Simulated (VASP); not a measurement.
# SnSe2 in VASP: a series of runs

SnSe2 is run at these levels: r2SCAN+rVV10, PBE0; tasks: single point.

Everything below comes from runs of VASP 6.6.1. Logs are shortened: lines on timing, memory, paths and dates and some standing lists are left out, and cuts for length are marked.

## (1) The cell of the first run

It takes space group P3m1 (No. 156, trigonal). The conventional cell has a = 3.811 Å, b = 3.811 Å, c = 6.075 Å, α = 90.00°, β = 90.00°, γ = 120.00°. Within 3.5 Å of Sn (site symmetry 3m) lie 6 Se at 2.67 to 2.69 Å. Within 3.5 Å of Se (site symmetry 3m) lie 3 Sn at 2.67 Å. Se (site symmetry 3m) has 3 Sn at 2.69 Å and 12 Se at 3.73 to 3.81 Å within 3.9 Å.

## (2) Single point, r2SCAN+rVV10 (last atom moved by 0.04 Å along z, cell strained by -1.0% along z)

File INCAR:

```
SYSTEM = SnSe2
METAGGA = R2SCAN ; LUSE_VDW = .True.
IVDW_NL = 2 ; BPARAM = 11.95
CPARAM = 0.0093 ; ISMEAR = 0
SIGMA = 0.03 ; LWAVE = .False.
LCHARG = .False. ; ISIF = 2
PREC = Accurate ; LASPH = .True.
LREAL = .False. ; ALGO = Normal
EDIFF = 1E-7 ; NELM = 120
GGA_COMPAT = .False. ; ENCUT = 620
EFERMI = MIDGAP ; LMIXTAU = .True.
NBANDS = 35 ; ADDGRID = .False.
```

File KPOINTS:

```
Automatic mesh
0
Gamma
  13 13 7
  0 0 0
```

File POSCAR:

```
SnSe2
1.0
    3.8110000000      0.0000000000      0.0000000000
   -1.9055000000      3.3004228138      0.0000000000
    0.0000000000      0.0000000000      6.0746400000
Sn Se
1 2
Direct
    0.0000000000      0.0000000000      0.0000000000
    0.6666666700      0.3333333300      0.7510000000
    0.3333333300      0.6666666700      0.2555189000
```

Potentials or basis: VASP PAW PBE potentials, release 64 (Sn_d, Se).

Launch:

```sh
cat potpaw_PBE.64/Sn_d/POTCAR potpaw_PBE.64/Se/POTCAR > POTCAR
mpirun -np 1 vasp_std > vasp.out
```

OUTCAR:

```text
SYSTEM = SnSe2
   METAGGA = R2SCAN
   IVDW_NL = 2
   BPARAM = 11.95
   ISMEAR = 0
   ISIF = 2
   PREC = Accurate
   LASPH = .True.
   LREAL = .False.
   EDIFF = 1E-7
   NELM = 120
   ENCUT = 620
   EFERMI = MIDGAP

 ion  position               nearest neighbor table
   1  0.000  0.000  0.000-   2 2.67   2 2.67   2 2.67   3 2.69   3 2.69   3 2.69
   2  0.667  0.333  0.751-   1 2.67   1 2.67   1 2.67
   3  0.333  0.667  0.256-   1 2.69   1 2.69   1 2.69

  LATTYP: Found a hexagonal cell.
 ALAT       =     3.8110000000
 C/A-ratio  =     1.5939753346

  Lattice vectors:

 A1 = (   3.8110000000,   0.0000000000,   0.0000000000)
 A2 = (  -1.9055000000,   3.3004228138,   0.0000000000)
 A3 = (   0.0000000000,   0.0000000000,   6.0746400000)

Analysis of symmetry for initial positions (statically):
=====================================================================
 Subroutine PRICEL returns:
 Original cell was already a primitive cell.

 Routine SETGRP: Setting up the symmetry group for a
 hexagonal supercell.

 Subroutine GETGRP returns: Found  6 space group operations
 (whereof  6 operations were pure point group operations)
 out of a pool of 24 trial point group operations.

The static configuration has the point symmetry C_3v.

Analysis of symmetry for dynamics (positions and initial velocities):
=====================================================================
 Subroutine PRICEL returns:
 Original cell was already a primitive cell.

 Routine SETGRP: Setting up the symmetry group for a
 hexagonal supercell.

 Subroutine GETGRP returns: Found  6 space group operations
 (whereof  6 operations were pure point group operations)
 out of a pool of 24 trial point group operations.

The dynamic configuration has the point symmetry C_3v.

 Subroutine INISYM returns: Found  6 space group operations
 (whereof  6 operations are pure point group operations),
 and found     1 'primitive' translations

----------------------------------------------------------------------------------------

                                     Primitive cell

  volume of cell :      76.4063

  direct lattice vectors                    reciprocal lattice vectors
     3.811000000  0.000000000  0.000000000     0.262398321  0.151495741  0.000000000
    -1.905500000  3.300422814  0.000000000     0.000000000  0.302991482  0.000000000
     0.000000000  0.000000000  6.074640000     0.000000000  0.000000000  0.164618809

  length of vectors
[... 87 lines left out ...]
   NSW    =      0    number of steps for IOM
   IBRION =     -1    ionic relax: 0-MD 1-quasi-New 2-CG
   NFREE  =      0    steps in history (QN), initial steepest desc. (CG)
   ISIF   =      2    stress and relaxation
   ISYM   =      2    0-nonsym 1-usesym 2-fastsym
   POTIM  = 0.5000    time-step for ionic-motion
   TEBEG  =    0.0;   TEEND  =   0.0 temperature during run

   SCALEE = 1.0000    scale energy and forces
   PSTRESS=    0.0 pullay stress
   NELECT =      26.0000    total number of electrons
   NUPDOWN=      -1.0000    fix difference up-down
   EMIN   =  10.00;   EMAX   =-10.00  energy-range for DOS
   EFERMI =   0.00;   METHOD = MIDGAP
   ISMEAR =     0;   SIGMA  =   0.03  broadening in eV -4-tet -1-fermi 0-gaus
   EFERMI_NEDOS =   21; number of points for ismear=-14 and -15
   IALGO  =     38    algorithm
   IMIX   =      4    mixing-type and parameters
     AMIX     =   0.40;   BMIX     =  1.00
     AMIX_MAG =   1.60;   BMIX_MAG =  1.00
  volume/ion in A,a.u.               =      25.47       171.87
  Fermi-wavevector in a.u.,A,eV,Ry     =   1.142939  2.159841 17.773410  1.306309
  Thomas-Fermi vector in A             =   2.279635
   LORBIT       =      0    0 simple, 1 ext, 2 COOP (PROOUT), +10 PAW based schemes
   METAGGA = R2SCAN    functional components
   LHFCALC =     F    Hartree Fock is set to
   AEXX    =    0.0000 exact exchange contribution
   IVDW_NL    =     2    kernel type
   BPARAM     =11.9500
   IVDW    =     0    specifies the selected vdW correction
   LEPSILON=     F    determine dielectric tensor
   LRPA    =     F    only Hartree local field effects (RPA)

   CSHIFT  =0.1000    complex shift for real part using Kramers Kronig

   OMEGAMAX=  -1.0    maximum frequency
 non-spin polarized calculation
 Gauss-broadening in eV      SIGMA  =   0.03
  energy-cutoff  :      620.00
  volume of cell :       76.41
 maximum number of plane-waves:      2713
 NGX is ok and might be reduce to    32
   NGX = 15   NGY = 15   NGZ = 25

 number of electron      25.9999999 magnetization

 Free energy of the ion-electron system (eV)
  ---------------------------------------------------
  ext. energy  EPLUGINS =         0.00000000
  ---------------------------------------------------
  free energy    TOTEN  =       -53.94488052 eV

  energy without entropy =      -53.94488052  energy(sigma->0) =      -53.94488052

 E-fermi :   4.5291     XC(G=0): -10.1324

 val. band max:        4.0756887739   @ k =   0.0769   0.0769   0.0000
 cond. band min:       4.9824493501   @ k =   0.0000   0.4615   0.2857
 fundamental gap:      0.9067605762
 Fermi energy:         4.5290690620

 k-point     1 :       0.0000    0.0000    0.0000
  band No.  band energies     occupation
      1     -17.9222      2.00000
      2     -17.9222      2.00000
      3     -17.8614      2.00000
      4     -17.8496      2.00000
      5     -17.8496      2.00000
      6     -10.5453      2.00000
[... 661 lines left out ...]
     24      15.3925      0.00000
     25      16.3214      0.00000

 [... further k-points ...]

 [bands above 25 left out]

------------------------ aborting loop because EDIFF is reached ----------------------------------------

  FORCE on cell =-STRESS in cart. coord.  units (eV):
  Direction    XX          YY          ZZ          XY          YZ          ZX
  --------------------------------------------------------------------------------------
  -------------------------------------------------------------------------------------
  Total        1.1448481      1.1448481      1.8504528      0.0000000      0.0000000      0.0000000
  in kB       24.0065290     24.0065290     38.8024841      0.0000000      0.0000000      0.0000000
  external PRESSURE =      28.9385140 kB  Pullay stress =       0.0000000 kB

 VOLUME and BASIS-vectors are now :
 -----------------------------------------------------------------------------
  energy-cutoff  :      620.00
  volume of cell :       76.41
      direct lattice vectors                 reciprocal lattice vectors
     3.811000000  0.000000000  0.000000000     0.262398321  0.151495741  0.000000000
    -1.905500000  3.300422814  0.000000000     0.000000000  0.302991482  0.000000000
     0.000000000  0.000000000  6.074640000     0.000000000  0.000000000  0.164618809

 POSITION                                       TOTAL-FORCE (eV/Angst)
 -----------------------------------------------------------------------------------
      0.00000      0.00000      0.00000        -0.000000     -0.000000      0.329524
      1.90550      1.10014      4.56205         0.000000     -0.000000     -0.675333
     -0.00000      2.20028      1.55219         0.000000      0.000000      0.345809
 -----------------------------------------------------------------------------------
    total drift:                                0.000000     -0.000000     -0.000072

  FREE ENERGIE OF THE ION-ELECTRON SYSTEM (eV)
  ---------------------------------------------------
  free  energy   TOTEN  =       -53.9448805155 eV

  energy  without entropy=      -53.9448805155  energy(sigma->0) =      -53.94488052
```

OSZICAR:

```text
N       E                     dE             d eps       ncg     rms          rms(c)
DAV:   1     0.205760137583E+03    0.20576E+03   -0.11782E+04 10182   0.975E+02
DAV:   2    -0.202095174106E+02   -0.22597E+03   -0.20465E+03  9645   0.359E+02
DAV:   3    -0.569298753860E+02   -0.36720E+02   -0.35964E+02 10385   0.909E+01
DAV:   4    -0.583594967170E+02   -0.14296E+01   -0.14274E+01 10630   0.187E+01
[... 11 lines left out ...]
DAV:  16    -0.539448347734E+02    0.44930E-04   -0.26931E-05  9867   0.281E-02    0.269E-02
DAV:  17    -0.539448634574E+02   -0.28684E-04   -0.51444E-06  9535   0.118E-02    0.144E-02
DAV:  18    -0.539448654212E+02   -0.19638E-05   -0.33370E-06  9704   0.128E-02    0.497E-03
DAV:  19    -0.539448804618E+02   -0.15041E-04   -0.80662E-06  9171   0.167E-02    0.381E-03
DAV:  20    -0.539448805155E+02   -0.53738E-07   -0.37763E-07 10053   0.276E-03
   1 F= -.53944881E+02 E0= -.53944881E+02  d E =-.110900-102
```

Run time: 14 min. Hardware: 1 thread of Intel Xeon 6975P-C (Granite Rapids), shared host; peak memory 0.67 GiB.

Results:

- Free energy: -53.9449 eV
- Pressure: 2.9 GPa
- Largest force: 0.675 eV/Å
- Band gap on the k mesh: 0.91 eV (least direct gap 1.42 eV)

Forces in eV/Å, atoms in the order of the input:
```
Sn   0.000  0.000  0.330
Se   0.000  0.000 -0.675
Se   0.000  0.000  0.346
```

Levels at points of the mesh, in eV from the valence-band top:
```
           k point  band 10  band 11  band 12  band 13  band 14  band 15  band 16  band 17
(0.00, 0.00, 0.00)    -0.84    -0.50    -0.50    -0.03     1.39     3.33     4.95     4.95
```

Caveat: the cell differs from its parent crystal (last atom moved by 0.04 Å along z, cell strained by -1.0% along z); the PAW data sets were made with another functional, which shifts forces and pressure a little; spin-orbit coupling is left out, which moves the levels of the heavy elements; an odd mesh through Γ misses points on the zone boundary, where band edges can lie.

## (3) Single point, r2SCAN+rVV10 (last atom moved by 0.04 Å along z, cell strained by -1.0% along z)

File INCAR:

```
SYSTEM = SnSe2
METAGGA = R2SCAN ; LUSE_VDW = .True.
IVDW_NL = 2 ; BPARAM = 11.95
CPARAM = 0.0093 ; ISMEAR = 0
SIGMA = 0.03 ; LWAVE = .False.
LCHARG = .False. ; ISIF = 2
PREC = Normal ; LASPH = .True.
LREAL = .False. ; ALGO = Normal
EDIFF = 0.001 ; NELM = 120
GGA_COMPAT = .False. ; ENCUT = 620
EFERMI = MIDGAP ; LMIXTAU = .True.
NBANDS = 19 ; ADDGRID = .False.
```

File KPOINTS:

```
Automatic mesh
0
Gamma
  8 8 5
  0 0 0
```

POSCAR is that of step 2.

Potentials or basis: VASP PAW PBE potentials, release 64 (Sn_d, Se).

Launch:

```sh
cat potpaw_PBE.64/Sn_d/POTCAR potpaw_PBE.64/Se/POTCAR > POTCAR
mpirun -np 1 vasp_std > vasp.out
```

Wall time 56 s (1 thread of Intel Xeon 6975P-C (Granite Rapids), shared host); peak memory 0.32 GiB.

It converged, with:

```yaml
Free_energy: -53.9409 eV
Pressure: 2.3 GPa
Largest_force: 0.672 eV/Å
Band_gap_on_the_k_mesh: 1.02 eV (least direct gap 1.43 eV)
```

Forces on the atoms (eV/Å):
```
Sn   0.000  0.000  0.329
Se   0.000  0.000 -0.672
Se   0.000  0.000  0.343
```

Stress tensor (GPa, compression positive):
```
1.85 0.00 0.00
0.00 1.85 0.00
0.00 0.00 3.17
```

Levels at points of the mesh, in eV from the valence-band top:
```csv
k point,band 10,band 11,band 12,band 13,band 14,band 15,band 16,band 17
"(0.00, 0.00, 0.00)",-0.80,-0.46,-0.46,0.00,1.43,3.38,5.00,5.00
"(0.50, 0.00, 0.00)",-3.07,-2.83,-1.31,-0.36,1.38,4.21,5.76,5.82
```

Caveat: the cell differs from its parent crystal (last atom moved by 0.04 Å along z, cell strained by -1.0% along z); the PAW data sets were made with another functional, which shifts forces and pressure a little; spin-orbit coupling is left out, which moves the levels of the heavy elements; an odd mesh through Γ misses points on the zone boundary, where band edges can lie.

## (4) Single point, PBE0

This run uses another cell than the first one, of 25.73 Å³/atom.

File POSCAR:

```
SnSe2
1.0
    3.8110000000      0.0000000000      0.0000000000
   -1.9055000000      3.3004228138      0.0000000000
    0.0000000000      0.0000000000      6.1360000000
Sn Se
1 2
Direct
    0.0000000000      0.0000000000      0.0000000000
    0.6666666667      0.3333333333      0.7510000000
    0.3333333333      0.6666666667      0.2490000000
```

File INCAR.step1:

```
PREC = Accurate ; ENCUT = 520
EDIFF = 1E-5 ; ISMEAR = -1
SIGMA = 0.05 ; LREAL = False
LASPH = True ; NELM = 80
ALGO = Normal ; ISIF = 2
LWAVE = True ; LCHARG = False
NBANDS = 20 ; GGA = PE
```

File INCAR.step2:

```
PREC = Accurate ; ENCUT = 520
EDIFF = 1E-6 ; ISMEAR = -1
SIGMA = 0.05 ; LREAL = False
LASPH = True ; NELM = 80
ALGO = Normal ; ISIF = 2
LWAVE = False ; LCHARG = False
GGA = PE ; LHFCALC = True
AEXX = 0.25 ; PRECFOCK = Normal
NBANDS = 20 ; ISTART = 1
```

File KPOINTS:

```
Automatic mesh
0
Gamma
  5 5 3
```

Launch:

```sh
cat potpaw_PBE.64/Sn_d/POTCAR potpaw_PBE.64/Se/POTCAR > POTCAR
cp INCAR.step1 INCAR
mpirun -np 1 vasp_std > vasp.out
cp INCAR.step2 INCAR
mpirun -np 1 vasp_std > vasp.out
```

Run time: 1.7 h. Hardware: 1 thread of AMD EPYC 7R13 (Zen 3), shared host; peak memory 0.19 GiB.

Results (log left out):

```
Free energy            : -16.0505 eV
Pressure               : 2.5 GPa
Largest force          : 0.280 eV/Å
Band gap on the k mesh : 2.23 eV (least direct gap 2.59 eV)
```

Forces on the atoms (eV/Å):
```
Sn   0.000  0.000  0.000
Se   0.000  0.000 -0.280
Se   0.000  0.000  0.280
```

Stress tensor (GPa, compression positive):
```
2.09 0.00 0.00
0.00 2.09 0.00
0.00 0.00 3.41
```

Levels at points of the mesh, in eV from the valence-band top:
| k point | band 11 | band 12 | band 13 | band 14 | band 15 | band 16 |
| --- | --- | --- | --- | --- | --- | --- |
| (0.00, 0.00, 0.00) | -0.35 | -0.35 | 0.00 | 2.59 | 4.52 | 6.37 |

Caveat: the PAW data sets were made with another functional, which shifts forces and pressure a little; spin-orbit coupling is left out, which moves the levels of the heavy elements; an odd mesh through Γ misses points on the zone boundary, where band edges can lie; this functional lacks dispersion, which binds the layers, so the pressure and a relaxed spacing across them are unreliable.

## (5) Overview

```tsv
level	cell	k mesh	cutoff (eV)	smearing	tolerance level	purpose	dipole correction	grid for exact exchange (PRECFOCK)	share of exact exchange	gap on the mesh (eV)	pressure (GPa)	largest force (eV/Å)
r2SCAN+rVV10	a = 3.811, b = 3.811, c = 6.075 Å, angles 90.0, 90.0, 120.0°, 3 atoms, atomic positions A	13 × 13 × 7	620	gaussian 0.03 eV	standard	forces	-	-	-	0.91	2.9	0.68
r2SCAN+rVV10	a = 3.811, b = 3.811, c = 6.075 Å, angles 90.0, 90.0, 120.0°, 3 atoms, atomic positions A	8 × 8 × 5	620	gaussian 0.03 eV	standard	forces	-	-	-	1.02	2.3	0.67
PBE0	a = 3.811, b = 3.811, c = 6.136 Å, angles 90.0, 90.0, 120.0°, 3 atoms, atomic positions B	5 × 5 × 3	520	fermi-dirac 0.05 eV	-	-	no	Normal	0.25	2.23	2.5	0.28
```

Alike in all rows: task single point; potentials or basis VASP PAW PBE potentials, release 64 (Sn_d, Se); no spin polarisation.

Caveats: the PAW data sets were made with another functional, which shifts forces and pressure a little; spin-orbit coupling is left out, which moves the levels of the heavy elements; an odd mesh through Γ misses points on the zone boundary, where band edges can lie; this functional lacks dispersion, which binds the layers, so the pressure and a relaxed spacing across them are unreliable (at least some runs).

Absolute energies hang on the potentials; compare differences alone.
